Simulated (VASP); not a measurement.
# Ga3P2 (P-3m1) in VASP: further runs

The runs below take Ga3P2 through single point, with PBE.

Everything below comes from runs of VASP 6.6.1. Logs are shortened: lines on timing, memory, paths and dates and some standing lists are left out, and cuts for length are marked.

## Step 1: The cell of the first run

It takes space group P-3m1 (No. 164, trigonal). The conventional cell has a = 3.985 Å, b = 3.985 Å, c = 6.200 Å, α = 90.00°, β = 90.00°, γ = 120.00°. Within 3.6 Å of Ga (site symmetry -3m) lie 6 P at 2.76 Å and 6 Ga at 3.18 Å. Ga (site symmetry 3m) has 4 P at 2.40 to 2.48 Å and 6 Ga at 2.92 to 3.18 Å within 3.2 Å. P (site symmetry 3m) has 7 Ga at 2.40 to 2.76 Å within 3.2 Å.

## Step 2: Single point, PBE

The input, INCAR:

```
PREC = Accurate
ENCUT = 520
EDIFF = 1E-7
ISMEAR = 0
SIGMA = 0.1
LREAL = F
LASPH = T
NELM = 100
ALGO = Normal
ISIF = 2
LWAVE = F
LCHARG = F
GGA = PE
NBANDS = 32
```

The input, KPOINTS:

```
regular mesh
0
Gamma
  6 6 4
```

The input, POSCAR:

```
Ga3P2
1.0
    3.9847638299      0.0000000000      0.0000000000
   -1.9923819149      3.4509067048      0.0000000000
    0.0000000000      0.0000000000      6.1996452480
Ga P
3 2
Direct
    0.0000000000      0.0000000000      0.0000000000
    0.3333333333      0.6666666667      0.6450000000
    0.6666666667      0.3333333333      0.3550000000
    0.3333333333      0.6666666667      0.2450000000
    0.6666666667      0.3333333333      0.7550000000
```

Potentials or basis: VASP PAW PBE potentials, release 64 (Ga_d, P).

Command:

```sh
> cat potpaw_PBE.64/Ga_d/POTCAR potpaw_PBE.64/P/POTCAR > POTCAR
> mpirun -np 1 vasp_std > vasp.out
```

OUTCAR:

```text
PREC = Accurate
   ENCUT = 520
   EDIFF = 1E-7
   ISMEAR = 0
   LREAL = F
   LASPH = T
   NELM = 100
   ISIF = 2
   GGA = PE

 ion  position               nearest neighbor table
   1  0.000  0.000  0.000-   4 2.76   5 2.76   4 2.76   5 2.76   5 2.76   4 2.76
   2  0.333  0.667  0.645-   5 2.40   5 2.40   5 2.40   4 2.48   3 2.92   3 2.92   3 2.92
   3  0.667  0.333  0.355-   4 2.40   4 2.40   4 2.40   5 2.48   2 2.92   2 2.92   2 2.92
   4  0.333  0.667  0.245-   3 2.40   3 2.40   3 2.40   2 2.48   1 2.76   1 2.76   1 2.76
   5  0.667  0.333  0.755-   2 2.40   2 2.40   2 2.40   3 2.48   1 2.76   1 2.76   1 2.76

  LATTYP: Found a hexagonal cell.
 ALAT       =     3.9847638299
 C/A-ratio  =     1.5558375634

  Lattice vectors:

 A1 = (   3.9847638299,   0.0000000000,   0.0000000000)
 A2 = (  -1.9923819149,   3.4509067048,   0.0000000000)
 A3 = (   0.0000000000,   0.0000000000,   6.1996452480)

Analysis of symmetry for initial positions (statically):
=====================================================================
 Subroutine PRICEL returns:
 Original cell was already a primitive cell.

 Routine SETGRP: Setting up the symmetry group for a
 hexagonal supercell.

 Subroutine GETGRP returns: Found 12 space group operations
 (whereof 12 operations were pure point group operations)
 out of a pool of 24 trial point group operations.

The static configuration has the point symmetry D_3d.

Analysis of symmetry for dynamics (positions and initial velocities):
=====================================================================
 Subroutine PRICEL returns:
 Original cell was already a primitive cell.

 Routine SETGRP: Setting up the symmetry group for a
 hexagonal supercell.

 Subroutine GETGRP returns: Found 12 space group operations
 (whereof 12 operations were pure point group operations)
 out of a pool of 24 trial point group operations.

The dynamic configuration has the point symmetry D_3d.

 Subroutine INISYM returns: Found 12 space group operations
 (whereof 12 operations are pure point group operations),
 and found     1 'primitive' translations

----------------------------------------------------------------------------------------

                                     Primitive cell

  volume of cell :      85.2516

  direct lattice vectors                    reciprocal lattice vectors
     3.984763830  0.000000000  0.000000000     0.250955902  0.144889457  0.000000000
    -1.992381915  3.450906705  0.000000000     0.000000000  0.289778915  0.000000000
     0.000000000  0.000000000  6.199645248     0.000000000  0.000000000  0.161299552

  length of vectors
     3.984763830  3.984763830  6.199645248     0.289778915  0.289778915  0.161299552

  position of ions in fractional coordinates (direct lattice)
     0.000000000  0.000000000  0.000000000
     0.333333333  0.666666667  0.645000000
     0.666666667  0.333333333  0.355000000
     0.333333333  0.666666667  0.245000000
     0.666666667  0.333333333  0.755000000

  ion indices of the primitive-cell ions
   primitive index   ion index
                 1           1
                 2           2
                 3           3
                 4           4
                 5           5

----------------------------------------------------------------------------------------

 KPOINTS: regular mesh

Automatic generation of k-mesh.
 Grid dimensions read from file:
 generate k-points for:    6    6    4

 Generating k-lattice:

  Cartesian coordinates                     Fractional coordinates (reciprocal lattice)
     0.041825984  0.024148243  0.000000000     0.166666667  0.000000000  0.000000000
     0.000000000  0.048296486  0.000000000     0.000000000  0.166666667  0.000000000
     0.000000000  0.000000000  0.040324888     0.000000000  0.000000000  0.250000000

  Length of vectors
     0.048296486  0.048296486  0.040324888

  Shift w.r.t. Gamma in fractional coordinates (k-lattice)
     0.000000000  0.000000000  0.000000000

 Subroutine IBZKPT returns following result:
 ===========================================

 Found     24 irreducible k-points:

 Following reciprocal coordinates:
            Coordinates               Weight
  0.000000  0.000000  0.000000      1.000000
  0.166667  0.000000  0.000000      6.000000
  0.333333  0.000000  0.000000      6.000000
  0.500000  0.000000  0.000000      3.000000
  0.166667  0.166667  0.000000      6.000000
  0.333333  0.166667  0.000000     12.000000
[... 16 lines left out ...]
  0.333333  0.166667  0.500000     12.000000
  0.333333  0.333333  0.500000      2.000000
   k-points           NKPTS =     24   k-points in BZ     NKDIM =     24   number of bands    NBANDS=     32
   number of dos      NEDOS =    301   number of ions     NIONS =      5
   total plane-waves  NPLWV =  43200
   dimension x,y,z NGX =    30 NGY =   30 NGZ =   48
   dimension x,y,z NGXF=    60 NGYF=   60 NGZF=   96
   ions per type =               3   2
   NGX,Y,Z   is equivalent  to a cutoff of  12.52, 12.52, 12.87 a.u.
   NGXF,Y,Z  is equivalent  to a cutoff of  25.03, 25.03, 25.74 a.u.
 SYSTEM =  unknown system
   PREC   = accura    normal or accurate (medium, high low for compatibility)
   ISTART =      0    job   : 0-new  1-cont  2-samecut
   ICHARG =      2    charge: 1-file 2-atom 10-const
   ISPIN  =      1    spin polarized calculation?
   LNONCOLLINEAR =      F non collinear calculations
   LSORBIT =      F    spin-orbit coupling
   LASPH  =      T    aspherical Exc in radial PAW
   ENCUT  =  520.0 eV  38.22 Ry    6.18 a.u.   7.41  7.41 11.53*2*pi/ulx,y,z
   NELM   =    100;   NELMIN=  2; NELMDL= -5     # of ELM steps
   EDIFF  = 0.1E-06   stopping-criterion for ELM
   LREAL  =      F    real-space projection
   EDIFFG = 0.1E-05   stopping-criterion for IOM
   NSW    =      0    number of steps for IOM
   IBRION =     -1    ionic relax: 0-MD 1-quasi-New 2-CG
   NFREE  =      0    steps in history (QN), initial steepest desc. (CG)
   ISIF   =      2    stress and relaxation
   ISYM   =      2    0-nonsym 1-usesym 2-fastsym
   POTIM  = 0.5000    time-step for ionic-motion
   TEBEG  =    0.0;   TEEND  =   0.0 temperature during run
   PSTRESS=    0.0 pullay stress
   NELECT =      49.0000    total number of electrons
   NUPDOWN=      -1.0000    fix difference up-down
   EMIN   =  10.00;   EMAX   =-10.00  energy-range for DOS
   EFERMI =   0.00;   METHOD = LEGACY
   ISMEAR =     0;   SIGMA  =   0.10  broadening in eV -4-tet -1-fermi 0-gaus
   EFERMI_NEDOS =   21; number of points for ismear=-14 and -15
   IALGO  =     38    algorithm
   IMIX   =      4    mixing-type and parameters
     AMIX     =   0.40;   BMIX     =  1.00
     AMIX_MAG =   1.60;   BMIX_MAG =  1.00
  volume/ion in A,a.u.               =      17.05       115.06
  Fermi-wavevector in a.u.,A,eV,Ry     =   1.361150  2.572200 25.207911  1.852729
  Thomas-Fermi vector in A             =   2.487751
   LORBIT       =      0    0 simple, 1 ext, 2 COOP (PROOUT), +10 PAW based schemes
   GGA     = PE    functional components
   LHFCALC =     F    Hartree Fock is set to
   AEXX    =    0.0000 exact exchange contribution
   IVDW    =     0    specifies the selected vdW correction
   LEPSILON=     F    determine dielectric tensor
   LRPA    =     F    only Hartree local field effects (RPA)
 non-spin polarized calculation
 Gauss-broadening in eV      SIGMA  =   0.10
  energy-cutoff  :      520.00
  volume of cell :       85.25
 maximum number of plane-waves:      2352
 NGX is ok and might be reduce to    30
   NGX = 15   NGY = 15   NGZ = 23

 number of electron      48.9999987 magnetization

 Free energy of the ion-electron system (eV)
  ---------------------------------------------------
  ext. energy  EPLUGINS =         0.00000000
  ---------------------------------------------------
  free energy    TOTEN  =       -19.11672376 eV

  energy without entropy =      -19.10538109  energy(sigma->0) =      -19.11105242

 E-fermi :   7.4550     XC(G=0): -10.9821

 val. band max:        7.4444427763   @ k =   0.3333   0.0000   0.0000
 cond. band min:       7.4625114920   @ k =   0.0000   0.1667   0.2500
 fundamental gap:      0.0180687157
 Fermi energy:         7.4550147728

 k-point     1 :       0.0000    0.0000    0.0000
  band No.  band energies     occupation
      1      -8.4046      2.00000
      2      -8.2594      2.00000
      3      -8.2594      2.00000
      4      -8.2506      2.00000
      5      -8.2506      2.00000
      6      -8.1369      2.00000
[... 24 lines left out ...]
     31      11.1418      0.00000
     32      11.3722      0.00000

 k-point     2 :       0.1667    0.0000    0.0000
  band No.  band energies     occupation
      1      -8.3987      2.00000
      2      -8.2735      2.00000
      3      -8.2522      2.00000
      4      -8.2448      2.00000
      5      -8.2350      2.00000
      6      -8.1419      2.00000
[... 24 lines left out ...]
     31      11.2232      0.00000
     32      12.1067      0.00000

 k-point     3 :       0.3333    0.0000    0.0000
  band No.  band energies     occupation
      1      -8.4006      2.00000
      2      -8.2906      2.00000
      3      -8.2358      2.00000
      4      -8.2116      2.00000
      5      -8.2020      2.00000
      6      -8.1575      2.00000
[... 24 lines left out ...]
     31      12.3303      0.00000
     32      13.2937      0.00000

 k-point     4 :       0.5000    0.0000    0.0000
  band No.  band energies     occupation
      1      -8.4089      2.00000
      2      -8.2860      2.00000
      3      -8.2293      2.00000
      4      -8.2022      2.00000
      5      -8.1696      2.00000
      6      -8.1587      2.00000
[... 24 lines left out ...]
     31      14.3475      0.00000
     32      14.7319      0.00000

 k-point     5 :       0.1667    0.1667    0.0000
  band No.  band energies     occupation
      1      -8.3911      2.00000
      2      -8.3012      2.00000
      3      -8.2422      2.00000
      4      -8.2200      2.00000
      5      -8.2044      2.00000
      6      -8.1529      2.00000
[... 584 lines left out ...]
     31      12.2258      0.00000
     32      14.6251      0.00000

 k-point    22 :       0.1667    0.1667    0.5000
  band No.  band energies     occupation
      1      -8.3800      2.00000
      2      -8.2999      2.00000
      3      -8.2393      2.00000
      4      -8.2258      2.00000
      5      -8.2060      2.00000
      6      -8.1525      2.00000
[... 24 lines left out ...]
     31      11.9857      0.00000
     32      13.0509      0.00000

 k-point    23 :       0.3333    0.1667    0.5000
  band No.  band energies     occupation
      1      -8.3710      2.00000
      2      -8.3106      2.00000
      3      -8.2354      2.00000
      4      -8.1976      2.00000
      5      -8.1758      2.00000
      6      -8.1607      2.00000
[... 24 lines left out ...]
     31      12.7081      0.00000
     32      13.9559      0.00000

 k-point    24 :       0.3333    0.3333    0.5000
  band No.  band energies     occupation
      1      -8.3391      2.00000
      2      -8.3391      2.00000
      3      -8.2343      2.00000
      4      -8.1915      2.00000
      5      -8.1671      2.00000
      6      -8.1671      2.00000
[... 24 lines left out ...]
     31      12.3340      0.00000
     32      12.3340      0.00000

------------------------ aborting loop because EDIFF is reached ----------------------------------------

  FORCE on cell =-STRESS in cart. coord.  units (eV):
  Direction    XX          YY          ZZ          XY          YZ          ZX
  --------------------------------------------------------------------------------------
  -------------------------------------------------------------------------------------
  Total        6.3347556      6.3347556      6.5829108      0.0000000     -0.0000000      0.0000000
  in kB      119.0523033    119.0523033    123.7160104      0.0000000     -0.0000000      0.0000000
  external PRESSURE =     120.6068723 kB  Pullay stress =       0.0000000 kB

 VOLUME and BASIS-vectors are now :
 -----------------------------------------------------------------------------
  energy-cutoff  :      520.00
  volume of cell :       85.25
      direct lattice vectors                 reciprocal lattice vectors
     3.984763830  0.000000000  0.000000000     0.250955902  0.144889457  0.000000000
    -1.992381915  3.450906705  0.000000000     0.000000000  0.289778915  0.000000000
     0.000000000  0.000000000  6.199645248     0.000000000  0.000000000  0.161299552

 POSITION                                       TOTAL-FORCE (eV/Angst)
 -----------------------------------------------------------------------------------
      0.00000      0.00000      0.00000        -0.000000      0.000000      0.000000
     -0.00000      2.30060      3.99877        -0.000000      0.000000      0.178617
      1.99238      1.15030      2.20087         0.000000     -0.000000     -0.178617
     -0.00000      2.30060      1.51891        -0.000000      0.000000     -0.503359
      1.99238      1.15030      4.68073        -0.000000     -0.000000      0.503359
 -----------------------------------------------------------------------------------
    total drift:                                0.000000      0.000000     -0.000000

  FREE ENERGIE OF THE ION-ELECTRON SYSTEM (eV)
  ---------------------------------------------------
  free  energy   TOTEN  =       -19.1167237590 eV

  energy  without entropy=      -19.1053810882  energy(sigma->0) =      -19.11105242
```

Run time: 1.9 min. Hardware: 1 thread of AMD EPYC 7R32 (Zen 2), shared host; peak memory 0.18 GiB.

Results:

| Quantity | Value |
| --- | --- |
| Free energy | -19.1167 eV |
| Pressure | 12.1 GPa |
| Largest force | 0.503 eV/Å |
| Band gap on the k mesh | zero (an odd number of electrons rules out a gap without spin polarisation) |

Forces on the atoms (eV/Å):
```
Ga   0.000  0.000  0.000
Ga   0.000  0.000  0.179
Ga   0.000  0.000 -0.179
P    0.000  0.000 -0.503
P    0.000  0.000  0.503
```

Stress tensor (GPa, compression positive):
```
11.91  0.00  0.00
 0.00 11.91  0.00
 0.00  0.00 12.37
```

Caveat: the cell stands under pressure.

## Step 3: Single point, PBE

This run uses another cell than the first one, of 19.99 Å³/atom.

The input, INCAR:

```
SYSTEM = Ga3P2
ALGO     = Normal         ! electronic algorithm
EDIFF    = 1E-6           ! SCF threshold, eV
ENCUT    = 520            ! plane-wave cutoff, eV
GGA      = PE             ! functional
ISIF     = 2              ! what is computed and relaxed
ISMEAR   = 0              ! smearing method
LASPH    = .True.         ! aspherical terms in the spheres
LCHARG   = .False.        ! write CHGCAR
LREAL    = .False.        ! projectors in reciprocal space
LWAVE    = .False.        ! write WAVECAR
NBANDS   = 32             ! bands
NELM     = 60             ! most SCF steps
PREC     = Accurate       ! precision mode
SIGMA    = 0.1            ! smearing width, eV
```

The input, KPOINTS:

```
k-points
0
Gamma
  6 6 4
  0 0 0
```

The input, POSCAR:

```
Ga3P2
1.0
    4.1700203244      0.0000000000      0.0000000000
   -2.0850101622      3.6113435353      0.0000000000
    0.0000000000      0.0000000000      6.6362869955
Ga P
3 2
Direct
    0.0000000000      0.0000000000      0.0000000000
    0.3333333333      0.6666666667      0.6465894053
    0.6666666667      0.3333333333      0.3534105947
    0.3333333333      0.6666666667      0.2547229121
    0.6666666667      0.3333333333      0.7452770879
```

Potentials or basis: VASP PAW PBE potentials, release 64 (Ga_d, P).

Command:

```sh
> cat potpaw_PBE.64/Ga_d/POTCAR potpaw_PBE.64/P/POTCAR > POTCAR
> mpirun -np 1 vasp_std > vasp.out
```

Run time: 2.3 min. Hardware: 1 thread of AMD EPYC 7R32 (Zen 2), shared host; peak memory 0.2 GiB.

Results (log left out):

```yaml
Free_energy: -19.5848 eV
Pressure: 0.2 GPa
Largest_force: 0.005 eV/Å
Band_gap_on_the_k_mesh: zero (an odd number of electrons rules out a gap without spin polarisation)
```

Forces on the atoms (eV/Å):
```
Ga   0.000  0.000  0.000
Ga   0.000  0.000 -0.005
Ga   0.000  0.000  0.005
P    0.000  0.000 -0.003
P    0.000  0.000  0.003
```

Stress tensor (GPa, compression positive):
```
0.14 0.00 0.00
0.00 0.14 0.00
0.00 0.00 0.33
```

Levels at points of the mesh, in eV from the Fermi level:
```csv
k point,band 21,band 22,band 23,band 24,band 25,band 26,band 27,band 28,band 29,band 30
"(0.00, 0.00, 0.00)",-2.57,-2.28,-1.75,-1.75,-1.16,1.26,1.26,1.33,2.88,2.88
"(0.50, 0.00, 0.00)",-4.90,-4.24,-2.51,-1.79,-0.18,0.35,1.74,3.27,3.86,3.94
"(0.00, 0.00, 0.50)",-2.65,-2.10,-1.83,-1.83,-0.69,0.52,1.06,1.06,2.35,2.35
"(0.50, 0.00, 0.50)",-3.81,-3.27,-2.83,-2.82,-1.09,0.11,1.50,3.43,3.64,4.28
```

The gap in the log of VASP goes by the Fermi energy; the results here count the filled bands.